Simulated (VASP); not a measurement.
A run of VASP 6.6.1:

The input INCAR:

```
  PREC = Accurate
  ENCUT = 600
  EDIFF = 1E-7
  ISMEAR = 0
  SIGMA = 0.1
  LREAL = False
  LASPH = True
  NELM = 100
  ALGO = Normal
  ISIF = 3
  LWAVE = False
  LCHARG = False
  GGA = PE
  IBRION = 2
  NSW = 100
  EDIFFG = -0.002
```

KPOINTS

```
Automatic mesh
0
Gamma
  18 18 18
```

POSCAR

```
Si2Mo
1.0
   -1.6000000000      1.6000000000      3.9305000000
    1.6000000000     -1.6000000000      3.9305000000
    1.6000000000      1.6000000000     -3.9305000000
Si Mo
2 1
Direct
    0.3330000000      0.3330000000      0.0000000000
    0.6670000000      0.6670000000      0.0000000000
    0.0000000000      0.0000000000      0.0000000000
```

Potentials or basis: VASP PAW PBE potentials, release 64 (Si, Mo_sv).

The run is started by

```console
$ cat potpaw_PBE.64/Si/POTCAR potpaw_PBE.64/Mo_sv/POTCAR > POTCAR
$ mpirun -np 1 vasp_std > vasp.out
```

Hardware: 1 thread of Intel(R) Xeon(R) Platinum 8559C (Emerald Rapids), with other jobs on the host.

Question: Estimate the wall time of this run.

Answer: It took 13 min on 1 thread of Intel(R) Xeon(R) Platinum 8559C (Emerald Rapids), with other jobs on the host, peak memory 0.49 GiB. Counts: scf iterations 57, k points 480, ion steps 7.
